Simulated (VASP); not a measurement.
Here is a VASP 6.6.1 calculation.

Contents of INCAR:

```
SYSTEM = MgS
PREC = Accurate
ENCUT = 600
EDIFF = 1E-6
ISMEAR = 0
SIGMA = 0.02
LREAL = .False.
LASPH = .True.
NELM = 120
ALGO = Normal
ISIF = 2
LWAVE = .False.
LCHARG = .False.
GGA = CA
NBANDS = 11
GGA_COMPAT = .False.
```

KPOINTS

```
Automatic mesh
0
Gamma
  6 6 6
  0 0 0
```

The input POSCAR:

```
MgS
1.0
    0.0000000000      2.5649423647      2.5649423647
    2.5649423647      0.0000000000      2.5649423647
    2.5649423647      2.5649423647      0.0000000000
Mg S
1 1
Direct
    0.0000000000      0.0000000000      0.0000000000
    0.5000000000      0.5000000000      0.5000000000
```

Potentials or basis: VASP PAW LDA potentials, release 64 (Mg, S).

Run with:

```console
$ cat potpaw_LDA.64/Mg/POTCAR potpaw_LDA.64/S/POTCAR > POTCAR
$ mpirun -np 1 vasp_std > vasp.out
```

Question: Predict the pressure.

Answer: -0.6 GPa.

Question: Predict the band gap on the k mesh.

Answer: 2.65 eV, indirect (least direct gap 3.83 eV).

A k mesh can miss the band edges. A hybrid or GW would open this gap; LDA tends to underestimate it.
